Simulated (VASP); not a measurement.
# Al (P6_3/mmc) in VASP: further runs, part 2 of 2

VASP 6.6.1. The steps go on from the part before.

**4. Single point, LDA**

This run uses another cell than the first one, of 16.67 Å³/atom, 1.087 times its volume.

File INCAR:

```
  PREC = Accurate
  ENCUT = 520
  EDIFF = 1E-6
  ISMEAR = -1
  SIGMA = 0.1
  LREAL = F
  LASPH = T
  NELM = 100
  ALGO = Normal
  ISIF = 2
  LWAVE = F
  LCHARG = F
  NBANDS = 10
```

File KPOINTS:

```
regular mesh
0
Gamma
  12 12 6
```

File POSCAR:

```
Al
1.0
    2.8124553500      0.0000000000      0.0000000000
   -1.4062276800      2.4356577800      0.0000000000
    0.0000000000      0.0000000000      4.8668500000
Al
2
Direct
    0.6666666667      0.3333333333      0.7500000000
    0.3333333333      0.6666666667      0.2500000000
```

Potentials or basis: VASP PAW LDA potentials, release 64 (Al).

Run with:

```
> cat potpaw_LDA.64/Al/POTCAR > POTCAR
> mpirun -np 1 vasp_std > vasp.out
```

OUTCAR:

```text
PREC = Accurate
   ENCUT = 520
   EDIFF = 1E-6
   ISMEAR = -1
   LREAL = F
   LASPH = T
   NELM = 100
   ISIF = 2

 ion  position               nearest neighbor table
   1  0.667  0.333  0.750-   2 2.93   2 2.93   2 2.93   2 2.93   2 2.93   2 2.93
   2  0.333  0.667  0.250-   1 2.93   1 2.93   1 2.93   1 2.93   1 2.93   1 2.93

  LATTYP: Found a hexagonal cell.
 ALAT       =     2.8124553500
 C/A-ratio  =     1.7304630276

  Lattice vectors:

 A1 = (   2.8124553500,   0.0000000000,   0.0000000000)
 A2 = (  -1.4062276800,   2.4356577800,   0.0000000000)
 A3 = (   0.0000000000,   0.0000000000,   4.8668500000)

Analysis of symmetry for initial positions (statically):
=====================================================================
 Subroutine PRICEL returns:
 Original cell was already a primitive cell.

 Routine SETGRP: Setting up the symmetry group for a
 hexagonal supercell.

 Subroutine GETGRP returns: Found 24 space group operations
 (whereof 12 operations were pure point group operations)
 out of a pool of 24 trial point group operations.

The static configuration has the point symmetry D_3d.
 The point group associated with its full space group is D_6h.

Analysis of symmetry for dynamics (positions and initial velocities):
=====================================================================
 Subroutine PRICEL returns:
 Original cell was already a primitive cell.

 Routine SETGRP: Setting up the symmetry group for a
 hexagonal supercell.

 Subroutine GETGRP returns: Found 24 space group operations
 (whereof 12 operations were pure point group operations)
 out of a pool of 24 trial point group operations.

The dynamic configuration has the point symmetry D_3d.
 The point group associated with its full space group is D_6h.

 Subroutine INISYM returns: Found 24 space group operations
 (whereof 12 operations are pure point group operations),
 and found     1 'primitive' translations

----------------------------------------------------------------------------------------

                                     Primitive cell

  volume of cell :      33.3388

  direct lattice vectors                    reciprocal lattice vectors
     2.812455350  0.000000000  0.000000000     0.355561200  0.205283355  0.000000000
    -1.406227680  2.435657780  0.000000000     0.000000000  0.410566709  0.000000000
     0.000000000  0.000000000  4.866850000     0.000000000  0.000000000  0.205471712

  length of vectors
     2.812455350  2.812455352  4.866850000     0.410566710  0.410566709  0.205471712

  position of ions in fractional coordinates (direct lattice)
     0.666666667  0.333333333  0.750000000
     0.333333333  0.666666667  0.250000000

  ion indices of the primitive-cell ions
   primitive index   ion index
                 1           1
                 2           2

----------------------------------------------------------------------------------------

 KPOINTS: regular mesh

Automatic generation of k-mesh.
 Grid dimensions read from file:
 generate k-points for:   12   12    6

 Generating k-lattice:

  Cartesian coordinates                     Fractional coordinates (reciprocal lattice)
     0.029630100  0.017106946  0.000000000     0.083333333  0.000000000  0.000000000
     0.000000000  0.034213892  0.000000000     0.000000000  0.083333333  0.000000000
     0.000000000  0.000000000  0.034245285     0.000000000  0.000000000  0.166666667

  Length of vectors
     0.034213892  0.034213892  0.034245285

  Shift w.r.t. Gamma in fractional coordinates (k-lattice)
     0.000000000  0.000000000  0.000000000

 Subroutine IBZKPT returns following result:
 ===========================================

 Found     76 irreducible k-points:

 Following reciprocal coordinates:
            Coordinates               Weight
  0.000000  0.000000  0.000000      1.000000
  0.083333  0.000000  0.000000      6.000000
  0.166667  0.000000  0.000000      6.000000
  0.250000  0.000000  0.000000      6.000000
  0.333333  0.000000  0.000000      6.000000
  0.416667  0.000000  0.000000      6.000000
[... 16 lines left out ...]
  0.250000  0.000000  0.166667     12.000000
  0.333333  0.000000  0.166667     12.000000
 [... further k-points ...]
   k-points           NKPTS =     76   k-points in BZ     NKDIM =     76   number of bands    NBANDS=     10
   number of dos      NEDOS =    301   number of ions     NIONS =      2
   total plane-waves  NPLWV =  20736
   dimension x,y,z NGX =    24 NGY =   24 NGZ =   36
   dimension x,y,z NGXF=    48 NGYF=   48 NGZF=   72
   ions per type =               2
   NGX,Y,Z   is equivalent  to a cutoff of  14.19, 14.19, 12.30 a.u.
   NGXF,Y,Z  is equivalent  to a cutoff of  28.37, 28.37, 24.59 a.u.
 SYSTEM =  unknown system
   PREC   = accura    normal or accurate (medium, high low for compatibility)
   ISTART =      0    job   : 0-new  1-cont  2-samecut
   ICHARG =      2    charge: 1-file 2-atom 10-const
   ISPIN  =      1    spin polarized calculation?
   LNONCOLLINEAR =      F non collinear calculations
   LSORBIT =      F    spin-orbit coupling
   LASPH  =      T    aspherical Exc in radial PAW
   ENCUT  =  520.0 eV  38.22 Ry    6.18 a.u.   5.23  5.23  9.05*2*pi/ulx,y,z
   NELM   =    100;   NELMIN=  2; NELMDL= -5     # of ELM steps
   EDIFF  = 0.1E-05   stopping-criterion for ELM
   LREAL  =      F    real-space projection
   EDIFFG = 0.1E-04   stopping-criterion for IOM
   NSW    =      0    number of steps for IOM
   IBRION =     -1    ionic relax: 0-MD 1-quasi-New 2-CG
   NFREE  =      0    steps in history (QN), initial steepest desc. (CG)
   ISIF   =      2    stress and relaxation
   ISYM   =      2    0-nonsym 1-usesym 2-fastsym
   POTIM  = 0.5000    time-step for ionic-motion
   TEBEG  =    0.0;   TEEND  =   0.0 temperature during run
   PSTRESS=    0.0 pullay stress
   NELECT =       6.0000    total number of electrons
   NUPDOWN=      -1.0000    fix difference up-down
   EMIN   =  10.00;   EMAX   =-10.00  energy-range for DOS
   EFERMI =   0.00;   METHOD = LEGACY
   ISMEAR =    -1;   SIGMA  =   0.10  broadening in eV -4-tet -1-fermi 0-gaus
   EFERMI_NEDOS =   21; number of points for ismear=-14 and -15
   IALGO  =     38    algorithm
   IMIX   =      4    mixing-type and parameters
     AMIX     =   0.40;   BMIX     =  1.00
     AMIX_MAG =   1.60;   BMIX_MAG =  1.00
  volume/ion in A,a.u.               =      16.67       112.49
  Fermi-wavevector in a.u.,A,eV,Ry     =   0.924291  1.746656 11.623640  0.854313
  Thomas-Fermi vector in A             =   2.050021
   LORBIT       =      0    0 simple, 1 ext, 2 COOP (PROOUT), +10 PAW based schemes
   GGA     = CA    functional components
   LHFCALC =     F    Hartree Fock is set to
   AEXX    =    0.0000 exact exchange contribution
   IVDW    =     0    specifies the selected vdW correction
   LEPSILON=     F    determine dielectric tensor
   LRPA    =     F    only Hartree local field effects (RPA)
 non-spin polarized calculation
  energy-cutoff  :      520.00
  volume of cell :       33.34
 maximum number of plane-waves:       920
 NGX is ok and might be reduce to    24
   NGX = 11   NGY = 11   NGZ = 19

 number of electron       6.0000000 magnetization

 Free energy of the ion-electron system (eV)
  ---------------------------------------------------
  ext. energy  EPLUGINS =         0.00000000
  ---------------------------------------------------
  free energy    TOTEN  =        -8.29693326 eV

  energy without entropy =       -8.26659432  energy(sigma->0) =       -8.28176379

 E-fermi :   7.6721     XC(G=0): -10.3056

 val. band max:        7.6687289709   @ k =   0.3333   0.0833   0.5000
 cond. band min:       7.7637171360   @ k =   0.4167   0.0833   0.0000
 fundamental gap:      0.0949881651
 Fermi energy:         7.6720856454

 k-point     1 :       0.0000    0.0000    0.0000
  band No.  band energies     occupation
      1      -3.3497      2.00000
      2       2.6035      2.00000
      3       2.9028      2.00000
      4      18.8118      0.00000
      5      18.9880      0.00000
      6      18.9880      0.00000
      7      19.2869      0.00000
      8      19.2869      0.00000
      9      19.8957      0.00000
     10      22.3272      0.00000
[... 287 lines left out ...]
 k-point    24 :       0.3333    0.0000    0.1667
  band No.  band energies     occupation
      1      -0.4420      2.00000
      2       3.5560      2.00000
      3       7.1471      1.98956
      4       7.9132      0.16462
      5      11.4024      0.00000
      6      14.5923      0.00000
      7      14.9197      0.00000
      8      16.1888      0.00000
      9      18.1012      0.00000
     10      18.9745      0.00000

 [... further k-points ...]
[... 5 lines left out ...]
  --------------------------------------------------------------------------------------
  -------------------------------------------------------------------------------------
  Total       -0.4375131     -0.4375131     -1.0677557      0.0000000      0.0000000      0.0000000
  in kB      -21.0257631    -21.0257631    -51.3136168      0.0000000      0.0000000      0.0000000
  external PRESSURE =     -31.1217144 kB  Pullay stress =       0.0000000 kB

 VOLUME and BASIS-vectors are now :
 -----------------------------------------------------------------------------
  energy-cutoff  :      520.00
  volume of cell :       33.34
      direct lattice vectors                 reciprocal lattice vectors
     2.812455350  0.000000000  0.000000000     0.355561200  0.205283355  0.000000000
    -1.406227680  2.435657780  0.000000000     0.000000000  0.410566709  0.000000000
     0.000000000  0.000000000  4.866850000     0.000000000  0.000000000  0.205471712

 POSITION                                       TOTAL-FORCE (eV/Angst)
 -----------------------------------------------------------------------------------
      1.40623      0.81189      3.65014        -0.000000      0.000000      0.000000
     -0.00000      1.62377      1.21671         0.000000     -0.000000      0.000000
 -----------------------------------------------------------------------------------
    total drift:                               -0.000000      0.000000     -0.000000

  FREE ENERGIE OF THE ION-ELECTRON SYSTEM (eV)
  ---------------------------------------------------
  free  energy   TOTEN  =        -8.2969332552 eV

  energy  without entropy=       -8.2665943184  energy(sigma->0) =       -8.28176379
```

Wall time 14 s (1 thread of Intel Xeon 8259CL, shared host); peak memory 0.14 GiB.

What came out:

| Property | Result |
| --- | --- |
| Free energy | -8.2969 eV |
| Pressure | -3.1 GPa |
| Band gap on the k mesh | zero (band 3 reaches 11.35 eV, above the bottom of band 4 at 4.59 eV) |

**5. Overview**

| cell | gap on the mesh (eV) | pressure (GPa) |
| --- | --- | --- |
| a = 2.735, b = 2.735, c = 4.733 Å, angles 90.0, 90.0, 120.0°, 2 atoms | none | 3.6 |
| a = 2.774, b = 2.774, c = 4.801 Å, angles 90.0, 90.0, 120.0°, 2 atoms | none | -0.1 |
| a = 2.812, b = 2.812, c = 4.867 Å, angles 90.0, 90.0, 120.0°, 2 atoms | none | -3.1 |

Alike in all rows: task single point; level LDA; potentials or basis VASP PAW LDA potentials, release 64 (Al); no spin polarisation; k mesh 12 × 12 × 6; cutoff (eV) 520; smearing fermi-dirac 0.1 eV.

Total energies depend on the potentials used, so only differences within one code and one set of settings carry meaning.
